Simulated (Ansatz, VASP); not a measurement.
# Al: VASP beside Ansatz

Contents of INCAR:

```
SYSTEM = Al
PREC     = Accurate       ! precision mode
ENCUT    = 520            ! plane-wave cutoff, eV
EDIFF    = 1E-6           ! SCF threshold, eV
ISMEAR   = 0              ! smearing method
SIGMA    = 0.15           ! smearing width, eV
LREAL    = .False.        ! projectors in reciprocal space
LASPH    = .True.         ! aspherical terms in the spheres
NELM     = 100            ! most SCF steps
ALGO     = Normal         ! electronic algorithm
ISIF     = 2              ! what is computed and relaxed
LWAVE    = .False.        ! write WAVECAR
LCHARG   = .False.        ! write CHGCAR
GGA      = PE             ! functional
IVDW     = 12             ! dispersion correction
NBANDS   = 14             ! bands
```

KPOINTS

```
Automatic mesh
0
Gamma
  18 18 6
  0 0 0
```

The input POSCAR:

```
Al
1.0
    2.9357133650      0.0000000000      0.0000000000
   -1.4678566825      2.5424023523      0.0000000000
    0.0000000000      0.0000000000      9.0399421649
Al
4
Direct
    0.0000000000      0.0000000000      0.0000000000
    0.3333333333      0.6666666667      0.2500000000
    0.0000000000      0.0000000000      0.5000000000
    0.6666666667      0.3333333333      0.7500000000
```

Input for Ansatz:

```yaml
crystal:
  lattice:
    - [2.935713365, 0.0, 0.0]
    - [-1.4678566825, 2.5424023523, 0.0]
    - [0.0, 0.0, 9.0399421649]
  atoms:
    - { symbol: Al, position: [0.0, 0.0, 0.0] }
    - { symbol: Al, position: [0.3333333333, 0.6666666667, 0.25] }
    - { symbol: Al, position: [0.0, 0.0, 0.5] }
    - { symbol: Al, position: [0.6666666667, 0.3333333333, 0.75] }
basis:
  ecutwfc: 420
kpoints:
  mp_grid: { grid: [18, 18, 6] }
hamiltonian:
  xc: pbe
  dispersion: d3bj
scf:
  occupations: { method: gaussian, width: 0.15 }
output:
  forces: true
  stress: true
  eigenvalues: true
```

Alike in both runs: task single point; functional PBE; dispersion D3(BJ); k mesh 18 × 18 × 6; occupations gaussian, width 0.15 eV; no spin polarisation.

```csv
,VASP,Ansatz
version,VASP 6.6.1,Ansatz 0.2.0
potentials or method,"VASP PAW PBE potentials, release 64 (Al), cutoff 520 eV","scalar-relativistic, plane waves, PAW"
valence electrons in the cell,12,12
```

VASP gave:

```
gap on the k mesh at the Fermi level (eV)                     : none
pressure (GPa)                                                : -4.3
traceless stress, the component that is largest in VASP (GPa) : 2.24
```

Question: What did Ansatz give for the same quantities?

Answer: gap on the k mesh at the Fermi level (eV): none; pressure (GPa): -4.2; traceless stress, the component that is largest in VASP (GPa): 2.25.

A gap of «none» marks a metal or a gap that the smearing closes.
